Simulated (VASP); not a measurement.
Set up this calculation in VASP 6.6.1, as the native input.

```
Task                   : single point
Functional             : PBEsol
Potentials or basis    : VASP PAW PBE potentials, release 64 (Al)
Cutoff                 : 520 eV
k mesh                 : 9 × 9 × 3
Occupations            : fermi-dirac, width 0.1 eV
Spin                   : no spin polarisation
Dipole correction      : no
Further INCAR settings : ALGO = Normal; EDIFF = 1e-07; NBANDS = 14
```

The structure of Al lies in POSCAR:

```
Al
1.0
    2.8642796479      0.0000000000      0.0000000000
   -1.4321403305      2.4805394447      0.0000000000
    0.0000000000      0.0000000000      9.3068751914
Al
4
Direct
    0.0000000000      0.0000000000      0.0000000000
    0.3333333333      0.6666666667      0.2500000000
    0.0000000000      0.0000000000      0.5000000000
    0.6666666667      0.3333333333      0.7500000000
```

One way to write it, as run:

INCAR

```
SYSTEM = Al
PREC = Accurate
ENCUT = 520
EDIFF = 1E-7
ISMEAR = -1
SIGMA = 0.1
LREAL = .FALSE.
LASPH = .TRUE.
NELM = 100
ALGO = Normal
ISIF = 2
LWAVE = .FALSE.
LCHARG = .FALSE.
GGA = PS
NBANDS = 14
```

KPOINTS

```
Automatic mesh
0
G
  9 9 3
  0 0 0
```

Potentials or basis: VASP PAW PBE potentials, release 64 (Al).

Command:

```console
$ cat potpaw_PBE.64/Al/POTCAR > POTCAR
$ mpirun -np 1 vasp_std > vasp.out
```

It gave:

The pressure is -1.5 GPa and the band gap on the k mesh is zero (band 6 reaches 11.90 eV, above the bottom of band 7 at 6.58 eV).

Caveat: the PAW data sets were made with another functional, which shifts forces and pressure a little.

It took 34 s on 1 thread of AMD EPYC 7R43 64-Core Processor (Zen 3) (shared host), peak memory 0.15 GiB.
